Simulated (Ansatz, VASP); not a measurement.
## Two plane-wave programs on Se

Contents of INCAR:

```
SYSTEM = Se
  PREC = Accurate
  ENCUT = 600
  EDIFF = 1E-7
  ISMEAR = 0
  SIGMA = 0.1
  LREAL = .False.
  LASPH = .True.
  NELM = 80
  ALGO = Normal
  ISIF = 3
  LWAVE = .False.
  LCHARG = .False.
  GGA = PS
  IBRION = 2
  NSW = 100
  EDIFFG = -0.01
```

KPOINTS

```
regular mesh
0
Gamma
  16 16 16
  0 0 0
```

Contents of POSCAR:

```
Se
1.0
   -2.6741555653      2.6741555653      1.5089767521
    2.6741555653     -2.6741555653      1.5089767521
    2.6741555653      2.6741555653     -1.5089767521
Se
2
Direct
    0.0000000000      0.0000000000      0.0000000000
    0.7500000000      0.2500000000      0.5000000000
```

Input for Ansatz:

```yaml
crystal:
  lattice:
    - [-2.6741555653, 2.6741555653, 1.5089767521]
    - [2.6741555653, -2.6741555653, 1.5089767521]
    - [2.6741555653, 2.6741555653, -1.5089767521]
  atoms:
    - { symbol: Se, position: [0.0, 0.0, 0.0] }
    - { symbol: Se, position: [0.75, 0.25, 0.5] }
basis:
  ecutwfc: 420
kpoints:
  mp_grid: { grid: [16, 16, 16] }
hamiltonian:
  xc: pbesol
scf:
  occupations: { method: gaussian, width: 0.1 }
output:
  forces: true
  stress: true
  eigenvalues: true
relax:
  adjacent_minimum: "off"
  f_tol: 0.01
  max_steps: 80
  cell: { stress_tol: 0.05 }
```

Alike in both runs: task relaxation of cell and atoms; functional PBEsol; k mesh 16 × 16 × 16; occupations gaussian, width 0.1 eV; no spin polarisation.

```csv
,VASP,Ansatz
version,VASP 6.6.1,Ansatz 0.2.0
potentials or method,"VASP PAW PBE potentials, release 64 (Se), cutoff 600 eV","scalar-relativistic, plane waves, PAW"
valence electrons in the cell,12,32
```

```csv
,VASP,Ansatz,Ansatz less VASP
"gap on the k mesh at the Fermi level, each at its own relaxed structure (eV)",none,none,-
relaxed volume (Å³/atom),21.55,21.54,-0.010
relaxed length of the cell vector where the two differ most in proportion (Å),4.217,4.216,-0.0006
```

VASP's potentials were made for PBE, not for PBEsol. A gap of «none» marks a metal or a gap that the smearing closes. VASP's potentials hold 12 valence electrons a cell and Ansatz's 32, so a difference there can come from the potentials and not from the codes.
